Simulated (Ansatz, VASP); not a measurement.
**Two plane-wave programs on NaF**

INCAR

```
SYSTEM = NaF
PREC = Accurate ; ENCUT = 520
EDIFF = 1E-6 ; ISMEAR = 0
SIGMA = 0.01 ; LREAL = .FALSE.
LASPH = .TRUE. ; NELM = 100
ALGO = Normal ; ISIF = 2
LWAVE = .FALSE. ; LCHARG = .FALSE.
GGA = PE ; NBANDS = 22
```

The input KPOINTS:

```
regular mesh
0
G
  6 6 4
  0 0 0
```

File POSCAR:

```
NaF
1.0
    3.8680668539      0.0000000000      0.0000000000
   -1.9340334270      3.3498441590      0.0000000000
    0.0000000000      0.0000000000      4.5514116987
Na F
2 2
Direct
    0.3333333333      0.6666666667      0.2500000000
    0.6666666667      0.3333333333      0.7500000000
    0.6666666667      0.3333333333      0.2500000000
    0.3333333333      0.6666666667      0.7500000000
```

Input for Ansatz:

```yaml
crystal:
  lattice:
    - [3.8680668539, 0.0, 0.0]
    - [-1.934033427, 3.349844159, 0.0]
    - [0.0, 0.0, 4.5514116987]
  atoms:
    - { symbol: Na, position: [0.3333333333, 0.6666666667, 0.25] }
    - { symbol: Na, position: [0.6666666667, 0.3333333333, 0.75] }
    - { symbol: F, position: [0.6666666667, 0.3333333333, 0.25] }
    - { symbol: F, position: [0.3333333333, 0.6666666667, 0.75] }
kpoints:
  mp_grid: { grid: [6, 6, 4] }
hamiltonian:
  xc: pbe
scf:
  occupations: { method: fixed }
  n_extra_bands: 5
output:
  forces: true
  stress: true
  eigenvalues: true
```

Alike in both runs: task single point; functional PBE; k mesh 6 × 6 × 4; no spin polarisation.

|  | VASP | Ansatz |
| --- | --- | --- |
| version | VASP 6.6.1 | Ansatz 0.2.0 |
| potentials or method | VASP PAW PBE potentials, release 64 (Na_pv, F) | plane waves, PAW |
| plane-wave cutoff (eV) | 520 | 420 |
| occupations | gaussian, width 0.01 eV | fixed |
| valence electrons in the cell | 28 | 32 |

Ansatz gave:

| Quantity | Value |
| --- | --- |
| gap on the k mesh at the Fermi level (eV) | 5.69 |
| pressure (GPa) | 2.5 |
| traceless stress, the component that is largest in VASP (GPa) | 0.43 |

Question: What did VASP give for the same quantities?

Answer: gap on the k mesh at the Fermi level (eV): 5.68; pressure (GPa): 2.5; traceless stress, the component that is largest in VASP (GPa): 0.44.

VASP's potentials hold 28 valence electrons a cell and Ansatz's 32, so a difference there can come from the potentials and not from the codes.
